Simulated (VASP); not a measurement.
# K in VASP: a series of runs, part 2 of 3

VASP 6.6.1.

## Step 3: Electric field gradients, PBEsol (equal xx and yy strain of -1 %)

Contents of INCAR:

```
SYSTEM = K
  ALGO = Normal
  EDIFF = 1E-8
  ENCUT = 520
  GGA = PS
  ISIF = 2
  ISMEAR = -1
  LASPH = .TRUE.
  LCHARG = .FALSE.
  LEFG = .TRUE.
  LREAL = .FALSE.
  LWAVE = .FALSE.
  NBANDS = 10
  NELM = 100
  PREC = Accurate
  SIGMA = 0.08
```

Contents of KPOINTS:

```
k-points
0
G
  10 10 10
  0 0 0
```

Contents of POSCAR:

```
K
1.0
   -2.5918200000      2.5918200000      2.6180000000
    2.5918200000     -2.5918200000      2.6180000000
    2.5918200000      2.5918200000     -2.6180000000
K
1
Direct
    0.0000000000      0.0000000000      0.0000000000
```

Potentials or basis: VASP PAW PBE potentials, release 64 (K_sv).

Started as:

```
> cat potpaw_PBE.64/K_sv/POTCAR > POTCAR
> mpirun -np 1 vasp_std > vasp.out
```

OUTCAR:

```text
SYSTEM = K
   EDIFF = 1E-8
   ENCUT = 520
   GGA = PS
   ISIF = 2
   ISMEAR = -1
   LASPH = .TRUE.
   LREAL = .FALSE.
   NELM = 100
   PREC = Accurate

 ion  position               nearest neighbor table
   1  0.000  0.000  0.000-

  LATTYP: Found a body centered tetragonal cell.
 ALAT       =     5.1836400000
 C/A-ratio  =     1.0101010101

  Lattice vectors:

 A1 = (  -2.5918200000,   2.5918200000,   2.6180000000)
 A2 = (   2.5918200000,  -2.5918200000,   2.6180000000)
 A3 = (   2.5918200000,   2.5918200000,  -2.6180000000)

Analysis of symmetry for initial positions (statically):
=====================================================================
 Subroutine PRICEL returns:
 Original cell was already a primitive cell.

 Routine SETGRP: Setting up the symmetry group for a
 body centered tetragonal supercell.

 Subroutine GETGRP returns: Found 16 space group operations
 (whereof 16 operations were pure point group operations)
 out of a pool of 16 trial point group operations.

The static configuration has the point symmetry D_4h.

Analysis of symmetry for dynamics (positions and initial velocities):
=====================================================================
 Subroutine PRICEL returns:
 Original cell was already a primitive cell.

 Routine SETGRP: Setting up the symmetry group for a
 body centered tetragonal supercell.

 Subroutine GETGRP returns: Found 16 space group operations
 (whereof 16 operations were pure point group operations)
 out of a pool of 16 trial point group operations.

The dynamic configuration has the point symmetry D_4h.

 Subroutine INISYM returns: Found 16 space group operations
 (whereof 16 operations are pure point group operations),
 and found     1 'primitive' translations

----------------------------------------------------------------------------------------

                                     Primitive cell

  volume of cell :      70.3460

  direct lattice vectors                    reciprocal lattice vectors
    -2.591820000  2.591820000  2.618000000     0.000000000  0.192914631  0.190985485
     2.591820000 -2.591820000  2.618000000     0.192914631  0.000000000  0.190985485
     2.591820000  2.591820000 -2.618000000     0.192914631  0.192914631  0.000000000

  length of vectors
     4.504329675  4.504329675  4.504329675     0.271461803  0.271461803  0.272822488

  position of ions in fractional coordinates (direct lattice)
     0.000000000  0.000000000  0.000000000

  ion indices of the primitive-cell ions
   primitive index   ion index
                 1           1

----------------------------------------------------------------------------------------

 KPOINTS: k-points

Automatic generation of k-mesh.
 Grid dimensions read from file:
 generate k-points for:   10   10   10

 Generating k-lattice:

  Cartesian coordinates                     Fractional coordinates (reciprocal lattice)
[... 64 lines left out ...]
   IBRION =     -1    ionic relax: 0-MD 1-quasi-New 2-CG
   NFREE  =      0    steps in history (QN), initial steepest desc. (CG)
   ISIF   =      2    stress and relaxation
   ISYM   =      2    0-nonsym 1-usesym 2-fastsym
   POTIM  = 0.5000    time-step for ionic-motion
   TEBEG  =    0.0;   TEEND  =   0.0 temperature during run
   PSTRESS=    0.0 pullay stress
   NELECT =       9.0000    total number of electrons
   NUPDOWN=      -1.0000    fix difference up-down
   EMIN   =  10.00;   EMAX   =-10.00  energy-range for DOS
   EFERMI =   0.00;   METHOD = LEGACY
   ISMEAR =    -1;   SIGMA  =   0.08  broadening in eV -4-tet -1-fermi 0-gaus
   EFERMI_NEDOS =   21; number of points for ismear=-14 and -15
   IALGO  =     38    algorithm
   IMIX   =      4    mixing-type and parameters
     AMIX     =   0.40;   BMIX     =  1.00
     AMIX_MAG =   1.60;   BMIX_MAG =  1.00
  volume/ion in A,a.u.               =      70.35       474.72
  Fermi-wavevector in a.u.,A,eV,Ry     =   0.824915  1.558863  9.258559  0.680485
  Thomas-Fermi vector in A             =   1.936683
   LORBIT       =      0    0 simple, 1 ext, 2 COOP (PROOUT), +10 PAW based schemes
   GGA     = PS    functional components
   LHFCALC =     F    Hartree Fock is set to
   AEXX    =    0.0000 exact exchange contribution
   IVDW    =     0    specifies the selected vdW correction
   LEPSILON=     F    determine dielectric tensor
   LRPA    =     F    only Hartree local field effects (RPA)
 non-spin polarized calculation
  energy-cutoff  :      520.00
  volume of cell :       70.35
 maximum number of plane-waves:      1913
 NGX is ok and might be reduce to    36
   NGX = 17   NGY = 17   NGZ = 17

 number of electron       8.9999999 magnetization

 Free energy of the ion-electron system (eV)
  ---------------------------------------------------
  ext. energy  EPLUGINS =         0.00000000
  ---------------------------------------------------
  free energy    TOTEN  =        -1.13993817 eV

  energy without entropy =       -1.12195549  energy(sigma->0) =       -1.13094683

 E-fermi :  -0.0724     XC(G=0):  -5.8084

 val. band max:       -0.0748527476   @ k =  -0.3000   0.4000   0.2000
 cond. band min:      -0.0718496820   @ k =   0.5000   0.3000   0.0000
 fundamental gap:      0.0030030657
 Fermi energy:        -0.0724224346

 k-point     1 :       0.0000    0.0000    0.0000
  band No.  band energies     occupation
      1     -32.0355      2.00000
      2     -15.5420      2.00000
      3     -15.5420      2.00000
      4     -15.5418      2.00000
      5      -2.2927      2.00000
      6       4.2519      0.00000
      7       4.2519      0.00000
      8       4.3030      0.00000
      9       5.1834      0.00000
     10       5.2518      0.00000
[... 287 lines left out ...]
 k-point    24 :       0.4000    0.3000    0.0000
  band No.  band energies     occupation
      1     -32.0297      2.00000
      2     -15.6044      2.00000
      3     -15.5885      2.00000
      4     -15.5517      2.00000
      5       0.7066      0.00012
      6       1.3739      0.00000
      7       1.8130      0.00000
      8       4.6416      0.00000
      9       5.2357      0.00000
     10       5.5785      0.00000

 [... further k-points ...]
[... 5 lines left out ...]
  --------------------------------------------------------------------------------------
  -------------------------------------------------------------------------------------
  Total        0.0132963      0.0132963      0.0138798      0.0000000      0.0000000     -0.0000000
  in kB        0.3028313      0.3028313      0.3161219      0.0000000      0.0000000     -0.0000000
  external PRESSURE =       0.3072615 kB  Pullay stress =       0.0000000 kB

 VOLUME and BASIS-vectors are now :
 -----------------------------------------------------------------------------
  energy-cutoff  :      520.00
  volume of cell :       70.35
      direct lattice vectors                 reciprocal lattice vectors
    -2.591820000  2.591820000  2.618000000     0.000000000  0.192914631  0.190985485
     2.591820000 -2.591820000  2.618000000     0.192914631  0.000000000  0.190985485
     2.591820000  2.591820000 -2.618000000     0.192914631  0.192914631  0.000000000

 POSITION                                       TOTAL-FORCE (eV/Angst)
 -----------------------------------------------------------------------------------
      0.00000      0.00000      0.00000        -0.000000      0.000000     -0.000000
 -----------------------------------------------------------------------------------
    total drift:                               -0.000000      0.000000      0.000000

  FREE ENERGIE OF THE ION-ELECTRON SYSTEM (eV)
  ---------------------------------------------------
  free  energy   TOTEN  =        -1.1399381657 eV

  energy  without entropy=       -1.1219554868  energy(sigma->0) =       -1.13094683

 Electric field gradients (V/A^2)
---------------------------------------------------------------------
 ion       V_xx      V_yy      V_zz      V_xy      V_xz      V_yz
---------------------------------------------------------------------
   1       0.022     0.022    -0.045     0.000     0.000     0.000
---------------------------------------------------------------------

 Electric field gradients after diagonalization (V/A^2)
 (convention: |V_zz| > |V_xx| > |V_yy|)
----------------------------------------------------------------------
 ion       V_xx      V_yy      V_zz     asymmetry (V_yy - V_xx)/ V_zz
----------------------------------------------------------------------
   1       0.023     0.022    -0.045       0.012
----------------------------------------------------------------------

           NMR quadrupolar parameters

 Cq : quadrupolar parameter    Cq=e*Q*V_zz/h
 eta: asymmetry parameters     (V_yy - V_xx)/ V_zz
 Q  : nuclear electric quadrupole moment in mb (millibarn)
----------------------------------------------------------------------
 ion       Cq(MHz)       eta       Q (mb)
----------------------------------------------------------------------
   1      -0.000       0.012       1.000
----------------------------------------------------------------------
```

stdout:

```text
POSCAR found type information on POSCAR K
 POSCAR found :  1 types and       1 ions
 scaLAPACK will be used
 -----------------------------------------------------------------------------
|                                                                             |
|                                                                             |
|     You enforced a specific xc type in the INCAR file but a different       |
|     I HOPE YOU KNOW WHAT YOU ARE DOING!                                     |
|                                                                             |
 -----------------------------------------------------------------------------

 LDA part: xc-table for (Slater+PW92), standard interpolation
 POSCAR, INCAR and KPOINTS ok, starting setup
 FFT: planning ... GRIDC
 FFT: planning ... GRID_SOFT
 FFT: planning ... GRID
 WAVECAR not read
 entering main loop
ion   1
```

It took 1.9 min on 1 thread of AMD EPYC 7R13, shared host; peak memory 0.23 GiB.

What came out:

| Item | Value |
| --- | --- |
| Free energy | -1.1399 eV |
| Pressure | 0.0 GPa |
| Band gap on the k mesh | zero (an odd number of electrons rules out a gap without spin polarisation) |
| Largest electric field gradient by atom | under 0.05 V/Å² on every atom |

Caveat: the cell differs from its parent crystal (equal xx and yy strain of -1 %); the PAW data sets were made with another functional, which shifts forces and pressure a little.

## Step 4: Electric field gradients, PBEsol (equal xx and yy strain of +1 %)

Contents of INCAR:

```
PREC     = Accurate       # precision mode
ENCUT    = 520            # plane-wave cutoff, eV
EDIFF    = 1E-8           # SCF threshold, eV
ISMEAR   = -1             # smearing method
SIGMA    = 0.08           # smearing width, eV
LREAL    = F              # projectors in reciprocal space
LASPH    = T              # aspherical terms in the spheres
NELM     = 100            # most SCF steps
ALGO     = Normal         # electronic algorithm
ISIF     = 2              # what is computed and relaxed
LWAVE    = F              # write WAVECAR
LCHARG   = F              # write CHGCAR
GGA      = PS             # functional
LEFG     = T            
NBANDS   = 10             # bands
```

Contents of KPOINTS:

```
Automatic mesh
0
Gamma
  10 10 10
```

Contents of POSCAR:

```
K
1.0
   -2.6441800000      2.6441800000      2.6180000000
    2.6441800000     -2.6441800000      2.6180000000
    2.6441800000      2.6441800000     -2.6180000000
K
1
Direct
    0.0000000000      0.0000000000      0.0000000000
```

Potentials or basis: VASP PAW PBE potentials, release 64 (K_sv).

Started as:

```
> cat potpaw_PBE.64/K_sv/POTCAR > POTCAR
> mpirun -np 1 vasp_std > vasp.out
```

OUTCAR:

```text
PREC = Accurate
   ENCUT = 520
   EDIFF = 1E-8
   ISMEAR = -1
   LREAL = F
   LASPH = T
   NELM = 100
   ISIF = 2
   GGA = PS

 ion  position               nearest neighbor table
   1  0.000  0.000  0.000-

  LATTYP: Found a body centered tetragonal cell.
 ALAT       =     5.2883600000
 C/A-ratio  =     0.9900990099

  Lattice vectors:

 A1 = (  -2.6441800000,   2.6441800000,   2.6180000000)
 A2 = (   2.6441800000,  -2.6441800000,   2.6180000000)
 A3 = (   2.6441800000,   2.6441800000,  -2.6180000000)

Analysis of symmetry for initial positions (statically):
=====================================================================
 Subroutine PRICEL returns:
 Original cell was already a primitive cell.

 Routine SETGRP: Setting up the symmetry group for a
 body centered tetragonal supercell.

 Subroutine GETGRP returns: Found 16 space group operations
 (whereof 16 operations were pure point group operations)
 out of a pool of 16 trial point group operations.

The static configuration has the point symmetry D_4h.

Analysis of symmetry for dynamics (positions and initial velocities):
=====================================================================
 Subroutine PRICEL returns:
 Original cell was already a primitive cell.

 Routine SETGRP: Setting up the symmetry group for a
 body centered tetragonal supercell.

 Subroutine GETGRP returns: Found 16 space group operations
 (whereof 16 operations were pure point group operations)
 out of a pool of 16 trial point group operations.

The dynamic configuration has the point symmetry D_4h.

 Subroutine INISYM returns: Found 16 space group operations
 (whereof 16 operations are pure point group operations),
 and found     1 'primitive' translations

----------------------------------------------------------------------------------------

                                     Primitive cell

  volume of cell :      73.2170

  direct lattice vectors                    reciprocal lattice vectors
    -2.644180000  2.644180000  2.618000000     0.000000000  0.189094540  0.190985485
     2.644180000 -2.644180000  2.618000000     0.189094540  0.000000000  0.190985485
     2.644180000  2.644180000 -2.618000000     0.189094540  0.189094540  0.000000000

  length of vectors
     4.564789124  4.564789124  4.564789124     0.268760489  0.268760489  0.267420063

  position of ions in fractional coordinates (direct lattice)
     0.000000000  0.000000000  0.000000000

  ion indices of the primitive-cell ions
   primitive index   ion index
                 1           1

----------------------------------------------------------------------------------------

 KPOINTS: Automatic mesh

Automatic generation of k-mesh.
 Grid dimensions read from file:
 generate k-points for:   10   10   10

 Generating k-lattice:

  Cartesian coordinates                     Fractional coordinates (reciprocal lattice)
     0.000000000  0.018909454  0.019098549     0.100000000  0.000000000  0.000000000
[... 65 lines left out ...]
   ISIF   =      2    stress and relaxation
   ISYM   =      2    0-nonsym 1-usesym 2-fastsym
   POTIM  = 0.5000    time-step for ionic-motion
   TEBEG  =    0.0;   TEEND  =   0.0 temperature during run
   PSTRESS=    0.0 pullay stress
   NELECT =       9.0000    total number of electrons
   NUPDOWN=      -1.0000    fix difference up-down
   EMIN   =  10.00;   EMAX   =-10.00  energy-range for DOS
   EFERMI =   0.00;   METHOD = LEGACY
   ISMEAR =    -1;   SIGMA  =   0.08  broadening in eV -4-tet -1-fermi 0-gaus
   EFERMI_NEDOS =   21; number of points for ismear=-14 and -15
   IALGO  =     38    algorithm
   IMIX   =      4    mixing-type and parameters
     AMIX     =   0.40;   BMIX     =  1.00
     AMIX_MAG =   1.60;   BMIX_MAG =  1.00
  volume/ion in A,a.u.               =      73.22       494.09
  Fermi-wavevector in a.u.,A,eV,Ry     =   0.813989  1.538216  9.014918  0.662578
  Thomas-Fermi vector in A             =   1.923814
   LORBIT       =      0    0 simple, 1 ext, 2 COOP (PROOUT), +10 PAW based schemes
   GGA     = PS    functional components
   LHFCALC =     F    Hartree Fock is set to
   AEXX    =    0.0000 exact exchange contribution
   IVDW    =     0    specifies the selected vdW correction
   LEPSILON=     F    determine dielectric tensor
   LRPA    =     F    only Hartree local field effects (RPA)
 non-spin polarized calculation
  energy-cutoff  :      520.00
  volume of cell :       73.22
 maximum number of plane-waves:      1988
 NGX is ok and might be reduce to    36
   NGX = 17   NGY = 17   NGZ = 17

 number of electron       9.0000001 magnetization

 Free energy of the ion-electron system (eV)
  ---------------------------------------------------
  ext. energy  EPLUGINS =         0.00000000
  ---------------------------------------------------
  free energy    TOTEN  =        -1.13940022 eV

  energy without entropy =       -1.12119105  energy(sigma->0) =       -1.13029563

 E-fermi :  -0.1593     XC(G=0):  -5.7076

 val. band max:       -0.1717870152   @ k =   0.5000   0.2000  -0.0000
 cond. band min:      -0.1556637595   @ k =   0.3000   0.2000  -0.0000
 fundamental gap:      0.0161232557
 Fermi energy:        -0.1592546790

 k-point     1 :       0.0000    0.0000    0.0000
  band No.  band energies     occupation
      1     -32.1477      2.00000
      2     -15.6573      2.00000
      3     -15.6572      2.00000
      4     -15.6572      2.00000
      5      -2.3220      2.00000
      6       4.1100      0.00000
      7       4.1601      0.00000
      8       4.1601      0.00000
      9       5.0328      0.00000
     10       5.0994      0.00000
[... 287 lines left out ...]
 k-point    24 :       0.4000    0.3000    0.0000
  band No.  band energies     occupation
      1     -32.1430      2.00000
      2     -15.7113      2.00000
      3     -15.6977      2.00000
      4     -15.6656      2.00000
      5       0.5905      0.00017
      6       1.2816      0.00000
      7       1.7014      0.00000
      8       4.4267      0.00000
      9       5.0984      0.00000
     10       5.3883      0.00000

 [... further k-points ...]
[... 5 lines left out ...]
  --------------------------------------------------------------------------------------
  -------------------------------------------------------------------------------------
  Total       -0.0510191     -0.0510191     -0.0511691      0.0000000     -0.0000000      0.0000000
  in kB       -1.1164315     -1.1164315     -1.1197137      0.0000000     -0.0000000      0.0000000
  external PRESSURE =      -1.1175256 kB  Pullay stress =       0.0000000 kB

 VOLUME and BASIS-vectors are now :
 -----------------------------------------------------------------------------
  energy-cutoff  :      520.00
  volume of cell :       73.22
      direct lattice vectors                 reciprocal lattice vectors
    -2.644180000  2.644180000  2.618000000     0.000000000  0.189094540  0.190985485
     2.644180000 -2.644180000  2.618000000     0.189094540  0.000000000  0.190985485
     2.644180000  2.644180000 -2.618000000     0.189094540  0.189094540  0.000000000

 POSITION                                       TOTAL-FORCE (eV/Angst)
 -----------------------------------------------------------------------------------
      0.00000      0.00000      0.00000        -0.000000      0.000000      0.000000
 -----------------------------------------------------------------------------------
    total drift:                               -0.000000      0.000000      0.000000

  FREE ENERGIE OF THE ION-ELECTRON SYSTEM (eV)
  ---------------------------------------------------
  free  energy   TOTEN  =        -1.1394002182 eV

  energy  without entropy=       -1.1211910487  energy(sigma->0) =       -1.13029563

 Electric field gradients (V/A^2)
---------------------------------------------------------------------
 ion       V_xx      V_yy      V_zz      V_xy      V_xz      V_yz
---------------------------------------------------------------------
   1      -0.021    -0.021     0.042     0.000     0.000     0.000
---------------------------------------------------------------------

 Electric field gradients after diagonalization (V/A^2)
 (convention: |V_zz| > |V_xx| > |V_yy|)
----------------------------------------------------------------------
 ion       V_xx      V_yy      V_zz     asymmetry (V_yy - V_xx)/ V_zz
----------------------------------------------------------------------
   1      -0.021    -0.020     0.042       0.017
----------------------------------------------------------------------

           NMR quadrupolar parameters

 Cq : quadrupolar parameter    Cq=e*Q*V_zz/h
 eta: asymmetry parameters     (V_yy - V_xx)/ V_zz
 Q  : nuclear electric quadrupole moment in mb (millibarn)
----------------------------------------------------------------------
 ion       Cq(MHz)       eta       Q (mb)
----------------------------------------------------------------------
   1       0.000       0.017       1.000
----------------------------------------------------------------------
```

Wall time 1.8 min (1 thread of AMD EPYC 7R13, shared host); peak memory 0.23 GiB.

Results:

```
Free energy                             : -1.1394 eV
Pressure                                : -0.1 GPa
Band gap on the k mesh                  : zero (an odd number of electrons rules out a gap without spin polarisation)
Largest electric field gradient by atom : under 0.05 V/Å² on every atom
```

Caveat: the cell differs from its parent crystal (equal xx and yy strain of +1 %); the PAW data sets were made with another functional, which shifts forces and pressure a little.

(Continued in part 3 of 3.)

The gap in the log of VASP goes by the Fermi energy; the results here count the filled bands.